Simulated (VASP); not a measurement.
The system is RbCl.

```xyz
2
Lattice="0.0000 3.2740 3.2740 3.2740 0.0000 3.2740 3.2740 3.2740 0.0000" Properties=species:S:1:pos:R:3 pbc="T T T"
Rb    0.0000    0.0000    0.0000
Cl    3.2740    3.2740    3.2740
```

- Program: VASP 6.6.1
- Task: relaxation of cell and atoms
- Functional: LDA
- Potentials or basis: VASP PAW LDA potentials, release 64 (Rb_sv, Cl)
- Cutoff: 500 eV
- k mesh: 6 × 6 × 6
- Occupations: gaussian, width 0.02 eV
- Spin: no spin polarisation

At the start: pressure -1.4 GPa; volume 35.09 Å³/atom.

Task: How do energy, volume and symmetry change on relaxing?

Result: Over 4 steps the energy falls by 12.2 meV/atom and the volume is 32.50 Å³/atom (-7.4 %); space group Fm-3m (No. 225, to 0.1 Å) before and after.

Step by step:
```csv
step,energy change (eV),largest force (eV/Å),pressure (GPa),volume (Å³)
1,0.0000,0.0000,-1.39,70.19
2,-0.0198,0.0000,-0.66,67.14
3,-0.0244,0.0000,-0.04,65.12
4,-0.0244,0.0000,0.00,64.99
```

Final structure:
```
Rb Cl
1.0
     0.00000    3.19115    3.19115
     3.19115    0.00000    3.19115
     3.19115    3.19115    0.00000
Rb Cl
1 1
Cartesian
  3.1912 3.1912 0.0000
  3.1912 3.1912 3.1912
```
